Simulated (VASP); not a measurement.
Input of a VASP 6.6.1 run:

File INCAR:

```
SYSTEM = GaN
ALGO = Normal
EDIFF = 1E-6
ENCUT = 520
ISIF = 2
ISMEAR = 0
LASPH = .True.
LCHARG = .False.
LREAL = .False.
LWAVE = .False.
NBANDS = 46
NELM = 100
PREC = Accurate
SIGMA = 0.05
```

The input KPOINTS:

```
k-points
0
Gamma
  8 6 6
  0 0 0
```

Contents of POSCAR:

```
GaN
1.0
   -3.1515767111      0.0000000000      0.0000000000
    0.0000000000      0.0000000000     -5.1382481593
    0.0000000000     -5.4586909876      0.0000000000
Ga N
4 4
Direct
    0.5000000000      0.0010221384      0.1692767323
    0.0000000000     -0.0010427971      0.6640578390
    0.0000000000      0.4989572029      0.3359421610
    0.5000000000      0.5010221384      0.8307232677
    0.5000000000      0.6273616925      0.1670479967
    0.0000000000      0.6283199236      0.6662929497
    0.0000000000      0.1283199236      0.3337070503
    0.5000000000      0.1273616925      0.8329520033
```

Potentials or basis: VASP PAW LDA potentials, release 64 (Ga_d, N).

Run with:

```sh
$ cat potpaw_LDA.64/Ga_d/POTCAR potpaw_LDA.64/N/POTCAR > POTCAR
$ mpirun -np 1 vasp_std > vasp.out
```

(1) Predict the pressure.

(2) Estimate the band gap on the k mesh.

(3) What does it give for the largest force?

## Answers

(1) 1.2 GPa.

(2) 2.11 eV.

(3) 0.574 eV/Å.

Caveat: the cell differs from its parent crystal (mode 11 frozen in at -0.015 Å and mode 13 at -0.018 Å (largest displacements)).
